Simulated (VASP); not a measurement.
# Al in VASP: a series of runs, part 2 of 2

VASP 6.6.1.

## (5) Single point, PBEsol

File INCAR:

```
SYSTEM = Al
ALGO = Normal
EDIFF = 1E-6
ENCUT = 520
GGA = PS
ISIF = 2
ISMEAR = 0
LASPH = .TRUE.
LCHARG = .FALSE.
LREAL = .FALSE.
LWAVE = .FALSE.
NBANDS = 32
NELM = 80
PREC = Accurate
SIGMA = 0.15
```

File KPOINTS:

```
k-points
0
G
  3 3 1
  0 0 0
```

File POSCAR:

```
Al
1.0
    5.7275650000      0.0000000000      0.0000000000
    2.8637820000      4.9602170000      0.0000000000
    0.0000000000      0.0000000000     17.6765370000
Al
13
Direct
    0.1666666208      0.1666667003      0.0565721668
    0.6666667081      0.1666667003      0.0565721668
    0.1666666712      0.6666665995      0.0565721668
    0.6666667585      0.6666665995      0.0565721668
   -0.1681943712      0.3361300524      0.1876036579
    0.3299379718      0.3398575103      0.1886801131
   -0.1704344690      0.8412765006      0.1888796997
    0.3289002039      0.8412640012      0.1888806614
    0.0053797413     -0.0110440733      0.3287271709
    0.4963256385      0.0070402162      0.3243195203
   -0.0197985104      0.5088265292      0.3173028744
    0.5106700626      0.5087894340      0.3173148677
    0.2968953359      0.4057647075      0.4367759364
```

Potentials or basis: VASP PAW PBE potentials, release 64 (Al).

Launch:

```bash
cat potpaw_PBE.64/Al/POTCAR > POTCAR
mpirun -np 1 vasp_std > vasp.out
```

OUTCAR:

```text
SYSTEM = Al
   EDIFF = 1E-6
   ENCUT = 520
   GGA = PS
   ISIF = 2
   ISMEAR = 0
   LASPH = .TRUE.
   LREAL = .FALSE.
   NELM = 80
   PREC = Accurate

 ion  position               nearest neighbor table
   1  0.167  0.167  0.057-   8 2.84   5 2.85   2 2.86   4 2.86   3 2.86   3 2.86   2 2.86   4 2.86
                             6 2.87
   2  0.667  0.167  0.057-   7 2.84   5 2.85   1 2.86   4 2.86   3 2.86   3 2.86   4 2.86   1 2.86
                             6 2.87
   3  0.167  0.667  0.057-   6 2.84   4 2.86   1 2.86   2 2.86   2 2.86   1 2.86   4 2.86   8 2.87
                             7 2.88
   4  0.667  0.667  0.057-   5 2.84   3 2.86   1 2.86   2 2.86   2 2.86   3 2.86   1 2.86   7 2.88
                             8 2.88
   5  0.832  0.336  0.188-  11 2.79  12 2.79   4 2.84   7 2.84   8 2.84   2 2.85   1 2.85   6 2.86
                             6 2.86   8 2.89   7 2.89   9 3.03
   6  0.330  0.340  0.189-   3 2.84   7 2.86   8 2.86  12 2.86  11 2.86   5 2.86   5 2.86   8 2.87
                             7 2.87   1 2.87   2 2.87  10 2.91
   7  0.830  0.841  0.189-  11 2.81   5 2.84   2 2.84   6 2.86   8 2.86   8 2.87   6 2.87   3 2.88
                             4 2.88   5 2.89  10 2.91   9 2.95
[... 379 lines left out ...]
  FORCE on cell =-STRESS in cart. coord.  units (eV):
  Direction    XX          YY          ZZ          XY          YZ          ZX
  --------------------------------------------------------------------------------------
  -------------------------------------------------------------------------------------
  Total       -5.0439409     -6.3872433      0.0265099      0.0005501     -0.3499412      0.0054437
  in kB      -16.0920986    -20.3777465      0.0845769      0.0017550     -1.1164462      0.0173676
  external PRESSURE =     -12.1284227 kB  Pullay stress =       0.0000000 kB

 VOLUME and BASIS-vectors are now :
 -----------------------------------------------------------------------------
  energy-cutoff  :      520.00
  volume of cell :      502.19
      direct lattice vectors                 reciprocal lattice vectors
     5.727565000  0.000000000  0.000000000     0.174594265 -0.100802024  0.000000000
     2.863782000  4.960217000  0.000000000     0.000000000  0.201604083  0.000000000
     0.000000000  0.000000000 17.676537000     0.000000000  0.000000000  0.056572167

 POSITION                                       TOTAL-FORCE (eV/Angst)
 -----------------------------------------------------------------------------------
      1.43189      0.82670      1.00000         0.095138      0.029570      0.022179
      4.29567      0.82670      1.00000        -0.095834      0.029392      0.022225
      2.86378      3.30681      1.00000        -0.000487     -0.068894      0.009073
      5.72757      3.30681      1.00000        -0.000307      0.052269     -0.054364
      5.72682      1.66728      3.31618         0.000195      0.001728     -0.012870
      2.86302      1.68577      3.33521         0.000244      0.001828      0.000458
      7.16062      4.17291      3.33874         0.000202     -0.000315     -0.000951
      4.29299      4.17285      3.33876         0.000284     -0.000291     -0.000898
      2.86297      4.90544      5.81076         0.000040      0.014008      0.006117
      2.86290      0.03492      5.73285         0.000091     -0.012749     -0.008634
      7.07134      2.52389      5.60882         0.006390      0.011844      0.007020
      4.38196      2.52371      5.60903        -0.006267      0.012078      0.006951
      2.86251      2.01268      7.72069         0.000313     -0.070469      0.003694
 -----------------------------------------------------------------------------------
    total drift:                                0.000001      0.000005      0.000153

  FREE ENERGIE OF THE ION-ELECTRON SYSTEM (eV)
  ---------------------------------------------------
  free  energy   TOTEN  =       -49.3678837837 eV

  energy  without entropy=      -49.2956422214  energy(sigma->0) =      -49.33176300
```

Run time: 2.2 min. Hardware: 1 thread of AMD EPYC 9R45 (Zen 5), shared host; peak memory 0.58 GiB.

Results:

- Free energy: -49.3679 eV
- Largest force: 0.103 eV/Å
- Band gap on the k mesh: zero (an odd number of electrons rules out a gap without spin polarisation)

Forces in eV/Å, atoms in the order of the input:
```
Al   0.095  0.030  0.022
Al  -0.096  0.029  0.022
Al   0.000 -0.069  0.009
Al   0.000  0.052 -0.054
Al   0.000  0.002 -0.013
Al   0.000  0.002  0.000
Al   0.000  0.000 -0.001
Al   0.000  0.000 -0.001
Al   0.000  0.014  0.006
Al   0.000 -0.013 -0.009
Al   0.006  0.012  0.007
Al  -0.006  0.012  0.007
Al   0.000 -0.070  0.004
```

Caveat: the k points lie up to 0.42 Å⁻¹ apart, too coarse for converged energies and pressures of a metal; there is no dipole correction, which matters where the two faces differ; the PAW data sets were made with another functional, which shifts forces and pressure a little.

## (6) Single point, PBEsol

File INCAR:

```
PREC = Accurate
ENCUT = 520
EDIFF = 1E-6
ISMEAR = 0
SIGMA = 0.15
LREAL = False
LASPH = True
NELM = 80
ALGO = Normal
ISIF = 2
LWAVE = False
LCHARG = False
GGA = PS
NBANDS = 32
```

File KPOINTS:

```
Automatic mesh
0
Gamma
  3 3 1
```

File POSCAR:

```
Al
1.0
    5.7275650000      0.0000000000      0.0000000000
    2.8637820000      4.9602170000      0.0000000000
    0.0000000000      0.0000000000     17.6765370000
Al
13
Direct
    0.1666666208      0.1666667003      0.0565721668
    0.6666667081      0.1666667003      0.0565721668
    0.1666666712      0.6666665995      0.0565721668
    0.6666667585      0.6666665995      0.0565721668
   -0.1675024777      0.3347776922      0.1876522534
    0.3302586785      0.3392297152      0.1885415678
   -0.1700811446      0.8404067806      0.1891144742
    0.3294344205      0.8403967004      0.1891180948
    0.0105960074     -0.0215034947      0.3279790040
    0.4913057720      0.0170607455      0.3280122119
   -0.0182885304      0.5017957884      0.3162054875
    0.5161825004      0.5017812729      0.3162106356
    0.2561502914      0.4873442029      0.4373104302
```

Potentials or basis: VASP PAW PBE potentials, release 64 (Al).

Launch:

```bash
cat potpaw_PBE.64/Al/POTCAR > POTCAR
mpirun -np 1 vasp_std > vasp.out
```

Wall time 2.1 min (1 thread of AMD EPYC 9R45 (Zen 5), shared host); peak memory 0.58 GiB.

It converged, with:

```yaml
Free_energy: -49.3348 eV
Largest_force: 0.121 eV/Å
Band_gap_on_the_k_mesh: zero (an odd number of electrons rules out a gap without spin polarisation)
```

Forces on the atoms (eV/Å):
```
Al   0.116 -0.024  0.021
Al  -0.116 -0.024  0.021
Al  -0.001 -0.048 -0.012
Al   0.000  0.098 -0.010
Al   0.000  0.008 -0.034
Al   0.000  0.005 -0.001
Al  -0.004  0.003 -0.011
Al   0.004  0.003 -0.011
Al   0.000 -0.011  0.018
Al   0.000 -0.007  0.001
Al   0.003  0.029  0.013
Al  -0.003  0.029  0.013
Al   0.000 -0.062 -0.009
```

Levels at points of the mesh, in eV from the Fermi level:
```csv
k point,band 16,band 17,band 18,band 19,band 20,band 21,band 22,band 23
"(0.00, 0.00, 0.00)",-2.46,-1.51,-0.83,-0.66,-0.42,-0.20,-0.13,-0.04
```

Caveat: the k points lie up to 0.42 Å⁻¹ apart, too coarse for converged energies and pressures of a metal; there is no dipole correction, which matters where the two faces differ; the PAW data sets were made with another functional, which shifts forces and pressure a little.

## (7) Single point, PBEsol

File INCAR:

```
SYSTEM = Al
PREC = Accurate ; ENCUT = 520
EDIFF = 1E-6 ; ISMEAR = 0
SIGMA = 0.15 ; LREAL = .FALSE.
LASPH = .TRUE. ; NELM = 100
ALGO = Normal ; ISIF = 2
LWAVE = .FALSE. ; LCHARG = .FALSE.
GGA = PS ; NBANDS = 32
```

File KPOINTS:

```
Automatic mesh
0
G
  3 3 1
  0 0 0
```

File POSCAR:

```
Al
1.0
    5.7275650000      0.0000000000      0.0000000000
    2.8637820000      4.9602170000      0.0000000000
    0.0000000000      0.0000000000     17.6765370000
Al
13
Direct
    0.1666666208      0.1666667003      0.0565721668
    0.6666667081      0.1666667003      0.0565721668
    0.1666666712      0.6666665995      0.0565721668
    0.6666667585      0.6666665995      0.0565721668
   -0.1668044934      0.3334973047      0.1887696102
    0.3309322629      0.3380138409      0.1879378863
   -0.1686307098      0.8379203974      0.1885708722
    0.3305925753      0.8379169702      0.1885761900
    0.0058184474     -0.0117640015      0.3250011017
    0.4917191941      0.0164172253      0.3283681640
   -0.0145937670      0.5009982426      0.3168710591
    0.5134532780      0.5009962266      0.3168760940
    0.2147400128      0.5703302900      0.4382373086
```

Potentials or basis: VASP PAW PBE potentials, release 64 (Al).

Launch:

```bash
cat potpaw_PBE.64/Al/POTCAR > POTCAR
mpirun -np 1 vasp_std > vasp.out
```

OUTCAR:

```text
SYSTEM = Al
   PREC = Accurate
   ENCUT = 520
   EDIFF = 1E-6
   ISMEAR = 0
   LREAL = .FALSE.
   LASPH = .TRUE.
   NELM = 100
   ISIF = 2
   GGA = PS

 ion  position               nearest neighbor table
   1  0.167  0.167  0.057-   8 2.85   6 2.86   5 2.86   2 2.86   4 2.86   3 2.86   3 2.86   2 2.86
                             4 2.86
   2  0.667  0.167  0.057-   7 2.85   6 2.86   5 2.86   1 2.86   4 2.86   3 2.86   3 2.86   4 2.86
                             1 2.86
   3  0.167  0.667  0.057-   6 2.84   4 2.86   1 2.86   2 2.86   2 2.86   1 2.86   4 2.86   8 2.87
                             7 2.87
   4  0.667  0.667  0.057-   5 2.86   3 2.86   1 2.86   2 2.86   2 2.86   3 2.86   1 2.86   7 2.87
[... 397 lines left out ...]
  volume of cell :      502.19
      direct lattice vectors                 reciprocal lattice vectors
     5.727565000  0.000000000  0.000000000     0.174594265 -0.100802024  0.000000000
     2.863782000  4.960217000  0.000000000     0.000000000  0.201604083  0.000000000
     0.000000000  0.000000000 17.676537000     0.000000000  0.000000000  0.056572167

 POSITION                                       TOTAL-FORCE (eV/Angst)
 -----------------------------------------------------------------------------------
      1.43189      0.82670      1.00000         0.140427     -0.054052      0.015769
      4.29567      0.82670      1.00000        -0.140764     -0.054122      0.015776
      2.86378      3.30681      1.00000        -0.000277     -0.032946     -0.042784
      5.72757      3.30681      1.00000        -0.000104      0.134458      0.013230
      5.72725      1.65422      3.33679        -0.000013      0.004111     -0.014763
      2.86343      1.67662      3.32209         0.000194      0.001795      0.003694
      7.16134      4.15627      3.33328        -0.002387     -0.000981     -0.009027
      4.29310      4.15625      3.33337         0.002671     -0.001000     -0.009204
      2.86342      4.90186      5.74489        -0.000074     -0.001142      0.007611
      2.86337      0.08143      5.80441         0.000097      0.006973      0.004539
      7.07873      2.48506      5.60118         0.010417     -0.003259      0.007832
      4.37558      2.48505      5.60127        -0.010333     -0.003318      0.007797
      2.86324      2.82896      7.74652         0.000146      0.003482     -0.000470
 -----------------------------------------------------------------------------------
    total drift:                               -0.000000      0.000012      0.000126

  FREE ENERGIE OF THE ION-ELECTRON SYSTEM (eV)
  ---------------------------------------------------
  free  energy   TOTEN  =       -49.3203815128 eV

  energy  without entropy=      -49.2487146285  energy(sigma->0) =      -49.28454807
```

Wall time 2.1 min (1 thread of AMD EPYC 9R45 (Zen 5), shared host); peak memory 0.57 GiB.

What came out:

```
Free energy            : -49.3204 eV
Largest force          : 0.152 eV/Å
Band gap on the k mesh : zero (an odd number of electrons rules out a gap without spin polarisation)
```

Forces in eV/Å, atoms in the order of the input:
```
Al   0.140 -0.054  0.016
Al  -0.141 -0.054  0.016
Al   0.000 -0.033 -0.043
Al   0.000  0.134  0.013
Al   0.000  0.004 -0.015
Al   0.000  0.002  0.004
Al  -0.002 -0.001 -0.009
Al   0.003 -0.001 -0.009
Al   0.000 -0.001  0.008
Al   0.000  0.007  0.005
Al   0.010 -0.003  0.008
Al  -0.010 -0.003  0.008
Al   0.000  0.003  0.000
```

Caveat: the k points lie up to 0.42 Å⁻¹ apart, too coarse for converged energies and pressures of a metal; there is no dipole correction, which matters where the two faces differ; the PAW data sets were made with another functional, which shifts forces and pressure a little.

## (8) The runs side by side

| cell | gap on the mesh (eV) | largest force (eV/Å) |
| --- | --- | --- |
| as given, atomic positions A | none | 0.10 |
| as given, atomic positions B | none | 0.15 |
| as given, atomic positions C | none | 0.16 |
| as given, atomic positions D | none | 0.10 |
| as given, atomic positions E | none | 0.12 |
| as given, atomic positions F | none | 0.15 |

Alike in all rows: task single point; level PBEsol; potentials or basis VASP PAW PBE potentials, release 64 (Al); no spin polarisation; k mesh 3 × 3 × 1; cutoff (eV) 520; smearing gaussian 0.15 eV.

Caveats: all runs use coarse meshes; there is no dipole correction, which matters where the two faces differ; the PAW data sets were made with another functional, which shifts forces and pressure a little.

Absolute energies hang on the potentials; compare differences alone.
